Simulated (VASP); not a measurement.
A run of VASP 6.6.1 is set up as follows.

File INCAR:

```
ALGO = Normal
EDIFF = 1E-8
ENCUT = 600
GGA = PS
IBRION = 6
ISIF = 3
ISMEAR = 0
LASPH = T
LCHARG = F
LREAL = F
LWAVE = F
NELM = 100
NFREE = 2
NSW = 1
POTIM = 0.015
PREC = Accurate
SIGMA = 0.01
```

Contents of KPOINTS:

```
k-points
0
Gamma
  8 8 8
```

The input POSCAR:

```
NaCl
1.0
    0.0000000000      2.6451925339      2.6451925339
    2.6451925339      0.0000000000      2.6451925339
    2.6451925339      2.6451925339      0.0000000000
Na Cl
1 1
Direct
    0.0000000000      0.0000000000      0.0000000000
    0.5000000000      0.5000000000      0.5000000000
```

Potentials or basis: VASP PAW PBE potentials, release 64 (Na_pv, Cl).

Run with:

```bash
$ cat potpaw_PBE.64/Na_pv/POTCAR potpaw_PBE.64/Cl/POTCAR > POTCAR
$ mpirun -np 1 vasp_std > vasp.out
```

Question: What does it give for the elastic constants C11, C12, C44?

Answer: 117, 14, 12 GPa.

Question: Estimate the Voigt bulk modulus.

Answer: 48 GPa.

Question: Estimate the highest phonon frequency at Γ, LO-TO splitting left out.

Answer: 245 cm⁻¹.

Elastic tensor in Voigt notation (GPa, in the Cartesian axes of the cell as first typed):
```
117  14  14   0   0   0
 14 117  14   0   0   0
 14  14 117   0   0   0
  0   0   0  12   0   0
  0   0   0   0  12   0
  0   0   0   0   0  12
```

Caveat: the cell is under stress, which shifts elastic constants; the PAW data sets were made with another functional, which shifts forces and pressure a little.
